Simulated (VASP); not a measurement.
# ZnS (Imm2) in VASP: single point with r2SCAN

Aim: the single point of ZnS with r2SCAN.

Program: VASP 6.6.1. These are calculated values, not measurements. Logs are shortened: lines on timing, memory, paths and dates and some standing lists are left out, and cuts for length are marked.

### Step 1. The cell of the first run

The structure is orthorhombic, space group Imm2 (No. 44). Conventional cell: a = 3.825 Å, b = 3.825 Å, c = 5.409 Å, α = 90.00°, β = 90.00°, γ = 90.00°. Zn (site symmetry mm2) has 4 S at 2.29 to 2.40 Å within 3.0 Å. S (site symmetry mm2) has 4 Zn at 2.29 to 2.40 Å within 3.0 Å.

### Step 2. Single point, r2SCAN (atom 2 (S) moved by (-0.100, +0.000) A along x and y)

Contents of POSCAR:

```
ZnS
1.0
    0.0000000000      2.7046500000      2.7046500000
    2.7046500000      0.0000000000      2.7046500000
    2.7046500000      2.7046500000      0.0000000000
Zn S
1 1
Direct
    0.0000000000      0.0000000000      0.0000000000
    0.7684866803      0.7315133197      0.7315133197
```

Contents of INCAR.step1:

```
SYSTEM = ZnS
ALGO     = Normal         ! electronic algorithm
EDIFF    = 1E-4           ! SCF threshold, eV
ENCUT    = 520            ! plane-wave cutoff, eV
GGA      = PE             ! functional
ISMEAR   = 0              ! smearing method
LASPH    = .True.         ! aspherical terms in the spheres
LCHARG   = .False.        ! write CHGCAR
LREAL    = .False.        ! projectors in reciprocal space
LWAVE    = .True.         ! write WAVECAR
NBANDS   = 16             ! bands
NELM     = 100            ! most SCF steps
PREC     = Accurate       ! precision mode
SIGMA    = 0.05           ! smearing width, eV
```

Contents of INCAR.step2:

```
SYSTEM = ZnS
ALGO     = Normal         ! electronic algorithm
EDIFF    = 1E-6           ! SCF threshold, eV
ENCUT    = 520            ! plane-wave cutoff, eV
ISIF     = 2              ! what is computed and relaxed
ISMEAR   = 0              ! smearing method
ISTART   = 1            
LASPH    = .True.         ! aspherical terms in the spheres
LCHARG   = .False.        ! write CHGCAR
LMIXTAU  = .True.       
LREAL    = .False.        ! projectors in reciprocal space
LWAVE    = .False.        ! write WAVECAR
METAGGA  = R2SCAN         ! meta-GGA
NBANDS   = 16             ! bands
NELM     = 100            ! most SCF steps
PREC     = Accurate       ! precision mode
SIGMA    = 0.05           ! smearing width, eV
```

Contents of KPOINTS:

```
k-points
0
Gamma
  8 8 8
  0 0 0
```

Potentials or basis: VASP PAW PBE potentials, release 64 (Zn, S).

Run with:

```
$ cat potpaw_PBE.64/Zn/POTCAR potpaw_PBE.64/S/POTCAR > POTCAR
$ cp INCAR.step1 INCAR
$ mpirun -np 1 vasp_std > vasp.out
$ cp INCAR.step2 INCAR
$ mpirun -np 1 vasp_std > vasp.out
```

OUTCAR:

```text
SYSTEM = ZnS
   EDIFF = 1E-6
   ENCUT = 520
   ISIF = 2
   ISMEAR = 0
   ISTART = 1
   LASPH = .True.
   LREAL = .False.
   METAGGA = R2SCAN
   NELM = 100
   PREC = Accurate

 ion  position               nearest neighbor table
   1  0.000  0.000  0.000-   2 2.29   2 2.29   2 2.40   2 2.40
   2  0.768  0.732  0.732-   1 2.29   1 2.29   1 2.40   1 2.40

  LATTYP: Found a face centered cubic cell.
 ALAT       =     5.4093000000

  Lattice vectors:

 A1 = (   0.0000000000,   2.7046500000,   2.7046500000)
 A2 = (   2.7046500000,   0.0000000000,   2.7046500000)
 A3 = (   2.7046500000,   2.7046500000,   0.0000000000)

Analysis of symmetry for initial positions (statically):
=====================================================================
 Subroutine PRICEL returns:
 Original cell was already a primitive cell.

 Routine SETGRP: Setting up the symmetry group for a
 face centered cubic supercell.

 Subroutine GETGRP returns: Found  4 space group operations
 (whereof  4 operations were pure point group operations)
 out of a pool of 48 trial point group operations.

The static configuration has the point symmetry C_2v.

Analysis of symmetry for dynamics (positions and initial velocities):
=====================================================================
 Subroutine PRICEL returns:
 Original cell was already a primitive cell.

 Routine SETGRP: Setting up the symmetry group for a
 face centered cubic supercell.

 Subroutine GETGRP returns: Found  4 space group operations
 (whereof  4 operations were pure point group operations)
 out of a pool of 48 trial point group operations.

The dynamic configuration has the point symmetry C_2v.

 Subroutine INISYM returns: Found  4 space group operations
 (whereof  4 operations are pure point group operations),
 and found     1 'primitive' translations

----------------------------------------------------------------------------------------

                                     Primitive cell

  volume of cell :      39.5697

  direct lattice vectors                    reciprocal lattice vectors
     0.000000000  2.704650000  2.704650000    -0.184866803  0.184866803  0.184866803
     2.704650000  0.000000000  2.704650000     0.184866803 -0.184866803  0.184866803
     2.704650000  2.704650000  0.000000000     0.184866803  0.184866803 -0.184866803

  length of vectors
     3.824952711  3.824952711  3.824952711     0.320198696  0.320198696  0.320198696

  position of ions in fractional coordinates (direct lattice)
     0.000000000  0.000000000  0.000000000
     0.768486680  0.731513320  0.731513320

  ion indices of the primitive-cell ions
   primitive index   ion index
                 1           1
                 2           2

----------------------------------------------------------------------------------------

 KPOINTS: k-points

Automatic generation of k-mesh.
 Grid dimensions read from file:
 generate k-points for:    8    8    8

 Generating k-lattice:

  Cartesian coordinates                     Fractional coordinates (reciprocal lattice)
    -0.023108350  0.023108350  0.023108350     0.125000000  0.000000000  0.000000000
     0.023108350 -0.023108350  0.023108350     0.000000000  0.125000000  0.000000000
     0.023108350  0.023108350 -0.023108350     0.000000000  0.000000000  0.125000000

  Length of vectors
     0.040024837  0.040024837  0.040024837

  Shift w.r.t. Gamma in fractional coordinates (k-lattice)
     0.000000000  0.000000000  0.000000000

 Subroutine IBZKPT returns following result:
 ===========================================

 Found     95 irreducible k-points:

 Following reciprocal coordinates:
            Coordinates               Weight
  0.000000  0.000000  0.000000      1.000000
  0.125000  0.000000  0.000000      4.000000
  0.000000  0.125000  0.000000      4.000000
  0.250000  0.000000  0.000000      4.000000
  0.000000  0.250000  0.000000      4.000000
  0.375000  0.000000  0.000000      4.000000
[... 16 lines left out ...]
  0.375000 -0.125000 -0.125000      4.000000
 -0.375000  0.125000  0.000000      8.000000
 [... further k-points ...]
   k-points           NKPTS =     95   k-points in BZ     NKDIM =     95   number of bands    NBANDS=     16
   number of dos      NEDOS =    301   number of ions     NIONS =      2
   total plane-waves  NPLWV =  21952
   dimension x,y,z NGX =    28 NGY =   28 NGZ =   28
   dimension x,y,z NGXF=    56 NGYF=   56 NGZF=   56
   ions per type =               1   1
   NGX,Y,Z   is equivalent  to a cutoff of  12.17, 12.17, 12.17 a.u.
   NGXF,Y,Z  is equivalent  to a cutoff of  24.34, 24.34, 24.34 a.u.
 SYSTEM =  ZnS
   PREC   = accura    normal or accurate (medium, high low for compatibility)
   ISTART =      1    job   : 0-new  1-cont  2-samecut
   ICHARG =      0    charge: 1-file 2-atom 10-const
   ISPIN  =      1    spin polarized calculation?
   LNONCOLLINEAR =      F non collinear calculations
   LSORBIT =      F    spin-orbit coupling
   LASPH  =      T    aspherical Exc in radial PAW
   ENCUT  =  520.0 eV  38.22 Ry    6.18 a.u.   7.11  7.11  7.11*2*pi/ulx,y,z
   NELM   =    100;   NELMIN=  2; NELMDL=  0     # of ELM steps
   EDIFF  = 0.1E-05   stopping-criterion for ELM
   LREAL  =      F    real-space projection
   EDIFFG = 0.1E-04   stopping-criterion for IOM
   NSW    =      0    number of steps for IOM
   IBRION =     -1    ionic relax: 0-MD 1-quasi-New 2-CG
   NFREE  =      0    steps in history (QN), initial steepest desc. (CG)
   ISIF   =      2    stress and relaxation
   ISYM   =      2    0-nonsym 1-usesym 2-fastsym
   POTIM  = 0.5000    time-step for ionic-motion
   TEBEG  =    0.0;   TEEND  =   0.0 temperature during run
   PSTRESS=    0.0 pullay stress
   NELECT =      18.0000    total number of electrons
   NUPDOWN=      -1.0000    fix difference up-down
   EMIN   =  10.00;   EMAX   =-10.00  energy-range for DOS
   EFERMI =   0.00;   METHOD = LEGACY
   ISMEAR =     0;   SIGMA  =   0.05  broadening in eV -4-tet -1-fermi 0-gaus
   EFERMI_NEDOS =   21; number of points for ismear=-14 and -15
   IALGO  =     38    algorithm
   IMIX   =      4    mixing-type and parameters
     AMIX     =   0.40;   BMIX     =  1.00
     AMIX_MAG =   1.60;   BMIX_MAG =  1.00
  volume/ion in A,a.u.               =      19.78       133.51
  Fermi-wavevector in a.u.,A,eV,Ry     =   1.259055  2.379268 21.568210  1.585219
  Thomas-Fermi vector in A             =   2.392634
   LORBIT       =      0    0 simple, 1 ext, 2 COOP (PROOUT), +10 PAW based schemes
   METAGGA = R2SCAN    functional components
   LHFCALC =     F    Hartree Fock is set to
   AEXX    =    0.0000 exact exchange contribution
   IVDW    =     0    specifies the selected vdW correction
   LEPSILON=     F    determine dielectric tensor
   LRPA    =     F    only Hartree local field effects (RPA)
 non-spin polarized calculation
 Gauss-broadening in eV      SIGMA  =   0.05
  energy-cutoff  :      520.00
  volume of cell :       39.57
 maximum number of plane-waves:      1090
   NGX = 15   NGY = 15   NGZ = 15

 number of electron      17.9999998 magnetization

 Free energy of the ion-electron system (eV)
  ---------------------------------------------------
  ext. energy  EPLUGINS =         0.00000000
  ---------------------------------------------------
  free energy    TOTEN  =       -18.83650473 eV

  energy without entropy =      -18.83650473  energy(sigma->0) =      -18.83650473

 E-fermi :   2.0767     XC(G=0): -10.2681

 val. band max:        1.8712617611   @ k =   0.0000   0.0000   0.0000
 cond. band min:       4.4696542977   @ k =   0.0000   0.0000   0.0000
 fundamental gap:      2.5983925366
 Fermi energy:         2.0767432905

 k-point     1 :       0.0000    0.0000    0.0000
  band No.  band energies     occupation
      1     -11.8604      2.00000
      2      -4.7768      2.00000
      3      -4.7026      2.00000
      4      -4.6287      2.00000
      5      -4.1621      2.00000
      6      -4.1597      2.00000
[... 8 lines left out ...]
     15      14.1024      0.00000
     16      14.2963      0.00000

 k-point     2 :       0.1250    0.0000    0.0000
  band No.  band energies     occupation
      1     -11.7441      2.00000
      2      -4.7548      2.00000
      3      -4.6925      2.00000
      4      -4.6181      2.00000
      5      -4.1631      2.00000
      6      -4.1595      2.00000
[... 8 lines left out ...]
     15      13.5212      0.00000
     16      15.1369      0.00000

 k-point     3 :       0.0000    0.1250    0.0000
  band No.  band energies     occupation
      1     -11.7394      2.00000
      2      -4.7706      2.00000
      3      -4.6771      2.00000
      4      -4.6077      2.00000
      5      -4.1645      2.00000
      6      -4.1628      2.00000
[... 8 lines left out ...]
     15      13.4618      0.00000
     16      15.0885      0.00000

 k-point     4 :       0.2500    0.0000    0.0000
  band No.  band energies     occupation
      1     -11.4414      2.00000
      2      -4.7045      2.00000
      3      -4.6565      2.00000
      4      -4.5636      2.00000
      5      -4.1598      2.00000
      6      -4.1522      2.00000
[... 8 lines left out ...]
     15      13.4313      0.00000
     16      14.5466      0.00000

 k-point     5 :       0.0000    0.2500    0.0000
  band No.  band energies     occupation
      1     -11.4233      2.00000
      2      -4.7242      2.00000
      3      -4.6038      2.00000
      4      -4.5629      2.00000
      5      -4.1641      2.00000
      6      -4.1617      2.00000
[... 8 lines left out ...]
     15      13.3019      0.00000
     16      14.5987      0.00000

 k-point     6 :       0.3750    0.0000    0.0000
  band No.  band energies     occupation
      1     -11.1002      2.00000
      2      -4.6605      2.00000
      3      -4.6193      2.00000
      4      -4.3485      2.00000
      5      -4.1459      2.00000
      6      -4.1327      2.00000
[... 8 lines left out ...]
     15      14.4277      0.00000
     16      14.6605      0.00000
[... 267 lines left out ...]
 k-point    21 :       0.0000    0.5000    0.1250
  band No.  band energies     occupation
      1     -10.8624      2.00000
      2      -4.5586      2.00000
      3      -4.4861      2.00000
      4      -4.2644      2.00000
      5      -4.1269      2.00000
      6      -4.0207      2.00000
[... 8 lines left out ...]
     15      15.8326      0.00000
     16      16.0210      0.00000

 k-point    22 :       0.1250    0.0000    0.5000
  band No.  band energies     occupation
      1     -10.8610      2.00000
      2      -4.5563      2.00000
      3      -4.5102      2.00000
      4      -4.2034      2.00000
      5      -4.1383      2.00000
      6      -4.0369      2.00000
[... 8 lines left out ...]
     15      15.8122      0.00000
     16      16.0713      0.00000

 k-point    23 :       0.3750   -0.1250   -0.1250
  band No.  band energies     occupation
      1     -10.9012      2.00000
      2      -4.6155      2.00000
      3      -4.6127      2.00000
      4      -4.1875      2.00000
      5      -4.1323      2.00000
      6      -3.9824      2.00000
[... 8 lines left out ...]
     15      15.7400      0.00000
     16      16.1727      0.00000

 k-point    24 :      -0.3750    0.1250    0.0000
  band No.  band energies     occupation
      1     -10.9507      2.00000
      2      -4.6397      2.00000
      3      -4.5804      2.00000
      4      -4.2454      2.00000
      5      -4.1447      2.00000
      6      -4.0772      2.00000
[... 8 lines left out ...]
     15      15.1063      0.00000
     16      16.3522      0.00000

 [... further k-points ...]

------------------------ aborting loop because EDIFF is reached ----------------------------------------

  FORCE on cell =-STRESS in cart. coord.  units (eV):
  Direction    XX          YY          ZZ          XY          YZ          ZX
  --------------------------------------------------------------------------------------
  -------------------------------------------------------------------------------------
  Total       -0.1774692     -0.0954300     -0.0954300      0.0000000     -0.5381488      0.0000000
  in kB       -7.1857212     -3.8639567     -3.8639567      0.0000000    -21.7896251      0.0000000
  external PRESSURE =      -4.9712116 kB  Pullay stress =       0.0000000 kB

 VOLUME and BASIS-vectors are now :
 -----------------------------------------------------------------------------
  energy-cutoff  :      520.00
  volume of cell :       39.57
      direct lattice vectors                 reciprocal lattice vectors
     0.000000000  2.704650000  2.704650000    -0.184866803  0.184866803  0.184866803
     2.704650000  0.000000000  2.704650000     0.184866803 -0.184866803  0.184866803
     2.704650000  2.704650000  0.000000000     0.184866803  0.184866803 -0.184866803

 POSITION                                       TOTAL-FORCE (eV/Angst)
 -----------------------------------------------------------------------------------
      0.00000      0.00000      0.00000        -0.568604      0.000000      0.000000
      3.95698      4.05697      4.05697         0.568604     -0.000000     -0.000000
 -----------------------------------------------------------------------------------
    total drift:                               -0.005976      0.000042      0.000042

  FREE ENERGIE OF THE ION-ELECTRON SYSTEM (eV)
  ---------------------------------------------------
  free  energy   TOTEN  =       -18.8365047298 eV

  energy  without entropy=      -18.8365047298  energy(sigma->0) =      -18.83650473
```

Wall time 90 s (1 thread of Intel Xeon 6975P-C (Granite Rapids), shared host); peak memory 0.2 GiB.

What came out:

- Free energy: -18.8365 eV
- Pressure: -0.5 GPa
- Largest force: 0.569 eV/Å
- Band gap on the k mesh: 2.60 eV

Forces in eV/Å, atoms in the order of the input:
```
Zn  -0.569  0.000  0.000
S    0.569  0.000  0.000
```

Levels at points of the mesh, in eV from the valence-band top:
```tsv
k point	band 7	band 8	band 9	band 10	band 11	band 12
(0.00, 0.00, 0.00)	-0.18	-0.05	0.00	2.60	6.82	6.83
(0.50, 0.00, 0.00)	-5.28	-1.07	-0.78	3.66	7.02	7.50
(0.00, 0.50, 0.00)	-5.57	-1.12	-0.84	3.83	7.16	7.65
(0.50, 0.50, 0.00)	-4.68	-2.33	-2.31	3.65	4.40	11.66
(0.00, 0.50, 0.50)	-4.65	-2.38	-2.30	3.61	4.47	11.65
```

Caveat: the cell differs from its parent crystal (atom 2 (S) moved by (-0.100, +0.000) A along x and y); the PAW data sets were made with another functional, which shifts forces and pressure a little.
